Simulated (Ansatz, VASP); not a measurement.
**HfO2: VASP beside Ansatz**

INCAR

```
SYSTEM = HfO2
PREC = Accurate ; ENCUT = 600
EDIFF = 1E-6 ; ISMEAR = 0
SIGMA = 0.05 ; LREAL = .FALSE.
LASPH = .TRUE. ; NELM = 120
ALGO = Normal ; ISIF = 2
LWAVE = .FALSE. ; LCHARG = .TRUE.
GGA = RE ; IVDW = 12
LELF = .TRUE. ; LVHAR = .TRUE.
NBANDS = 18 ; GGA_COMPAT = .FALSE.
```

KPOINTS

```
regular mesh
0
G
  8 8 8
  0 0 0
```

Contents of POSCAR:

```
HfO2
1.0
    0.0000000000      2.5708572729      2.5708572729
    2.5708572729      0.0000000000      2.5708572729
    2.5708572729      2.5708572729      0.0000000000
Hf O
1 2
Direct
    0.0000000000      0.0000000000      0.0000000000
    0.2500000000      0.2500000000      0.2500000000
    0.7500000000      0.7500000000      0.7500000000
```

Input for Ansatz:

```yaml
crystal:
  lattice:
    - [0.0, 2.5708572729, 2.5708572729]
    - [2.5708572729, 0.0, 2.5708572729]
    - [2.5708572729, 2.5708572729, 0.0]
  atoms:
    - { symbol: Hf, position: [0.0, 0.0, 0.0] }
    - { symbol: O, position: [0.25, 0.25, 0.25] }
    - { symbol: O, position: [0.75, 0.75, 0.75] }
basis:
  ecutwfc: 420
  ecutrho_ratio: 4
kpoints:
  mp_grid: { grid: [8, 8, 8] }
hamiltonian:
  xc: revpbe
  dispersion: d3bj
scf:
  occupations: { method: gaussian, width: 0.05 }
output:
  forces: true
  stress: true
  eigenvalues: true
```

Alike in both runs: task single point; functional revPBE; dispersion D3(BJ); k mesh 8 × 8 × 8; occupations gaussian, width 0.05 eV; no spin polarisation.

|  | VASP | Ansatz |
| --- | --- | --- |
| version | VASP 6.6.1 | Ansatz 0.2.0 |
| potentials or method | VASP PAW PBE potentials, release 64 (Hf_pv, O), cutoff 600 eV | scalar-relativistic, plane waves, PAW |
| valence electrons in the cell | 22 | 38 |

|  | VASP | Ansatz | Ansatz less VASP |
| --- | --- | --- | --- |
| gap on the k mesh at the Fermi level (eV) | 3.77 | 3.76 | -0.005 |
| least direct gap on the mesh (eV) | 3.77 | 3.76 | -0.005 |
| pressure (GPa) | -12.8 | -9.0 | +3.73 |

VASP's potentials were made for PBE, not for revPBE. VASP's potentials hold 22 valence electrons a cell and Ansatz's 38, so a difference there can come from the potentials and not from the codes.

Neither program's run includes spin-orbit coupling.
